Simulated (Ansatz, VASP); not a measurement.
**Two plane-wave programs on K**

```
K
1.0
     0.00000    2.52400    2.52400
     2.52400    0.00000    2.52400
     2.52400    2.52400    0.00000
K
1
Direct
  0.00000 0.00000 0.00000
```

Alike in both runs: task relaxation of cell and atoms; functional LDA; k mesh 18 × 18 × 18; occupations fermi-dirac, width 0.1 eV; no spin polarisation.

```csv
,VASP,Ansatz
version,VASP 6.6.1,Ansatz 0.2.0
potentials or method,"VASP PAW LDA potentials, release 64 (K_sv)","PAW with Ansatz's default frozen-core files, scalar-relativistic"
plane-wave cutoff (eV),600,420
valence electrons in the cell,9,9
```

```csv
,VASP,Ansatz,Ansatz less VASP
relaxed volume (Å³/atom),64.05,64.39,+0.347
relaxed cell length with the largest relative difference (Å),4.491,4.499,+0.0081
```

LDA's correlation is that of Perdew and Zunger in VASP and of Perdew and Wang (1992) in Ansatz.

Noted on VASP's run: the volume moved by over 15 % at a fixed basis, so the end points are rough.
